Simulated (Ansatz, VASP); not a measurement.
## Two plane-wave programs on Ga27P26

```
Ga P
1.0
     0.00000    8.17575    8.17575
     8.17575    0.00000    8.17575
     8.17575    8.17575    0.00000
Ga P
27 26
Direct
  0.99869 0.01512 0.99830
  0.01588 0.99915 0.31955
  0.99963 0.99993 0.66656
  0.99808 0.32329 0.99797
  0.00099 0.33325 0.33007
  0.99915 0.33720 0.65961
  0.00011 0.66672 0.00007
  0.00097 0.66943 0.32970
  0.99961 0.66731 0.66663
  0.32192 0.99844 0.01464
  0.33706 0.99935 0.33727
  0.33296 0.00132 0.66895
  0.32995 0.33346 0.00073
  0.33346 0.33350 0.33318
  0.33315 0.33004 0.66908
  0.32962 0.66946 0.00066
  0.33697 0.66010 0.33727
  0.33381 0.66606 0.66750
  0.66675 0.99986 0.99949
  0.66939 0.00126 0.33294
  0.66637 0.00043 0.66611
  0.66001 0.33712 0.99884
  0.66937 0.32972 0.33327
  0.66585 0.33407 0.66575
  0.66681 0.66737 0.99945
  0.66759 0.66599 0.33388
  0.66578 0.66777 0.66567
  0.08825 0.08372 0.41484
  0.08330 0.08823 0.74626
  0.07999 0.41210 0.08008
  0.08376 0.42014 0.40977
  0.08331 0.41533 0.74653
  0.07978 0.76141 0.07978
  0.08802 0.74695 0.41488
  0.08339 0.75004 0.74995
  0.41467 0.08368 0.08817
  0.42010 0.08385 0.41959
  0.41174 0.08011 0.76130
  0.41015 0.42005 0.08340
  0.41998 0.41024 0.41964
  0.41575 0.41594 0.75070
  0.41469 0.74698 0.08804
  0.41795 0.74887 0.41791
  0.41566 0.75115 0.75063
  0.74664 0.08803 0.08311
  0.76168 0.07989 0.41189
  0.74974 0.08372 0.74968
  0.74664 0.41538 0.08328
  0.75089 0.41587 0.41570
  0.74870 0.41812 0.74848
  0.74996 0.75000 0.08343
  0.75085 0.75109 0.41559
  0.74974 0.75016 0.74969
```

Alike in both runs: task single point; functional PBE; k mesh 1 × 1 × 1; occupations gaussian, width 0.05 eV; collinear spin.

```csv
,VASP,Ansatz
version,VASP 6.6.1,Ansatz 0.2.0
potentials or method,"VASP PAW PBE potentials, release 64 (Ga_d, P), cutoff 400 eV","scalar-relativistic, plane waves, PAW"
valence electrons in the cell,481,481
```

|  | VASP | Ansatz | Ansatz less VASP |
| --- | --- | --- | --- |
| gap on the k mesh at the Fermi level (eV) | 0.18 | 0.18 | 0.000 |
| rms of the force components (eV/Å) | 0.009 | 0.009 | +0.0002 |
| net moment per atom (μB) | 0.02 | 0.02 | 0.000 |
| size of the moment on the site where the two differ most (μB) | 0.08 | 0.05 | -0.027 |

Site moments also hang on the region over which each program counts them. Atom by atom the forces differ by 0.001 eV/Å (rms over components). With one functional, cell and mesh, what is left measures potentials, basis and numerics. Ansatz's warnings: moment headroom below auto, stability check not made.
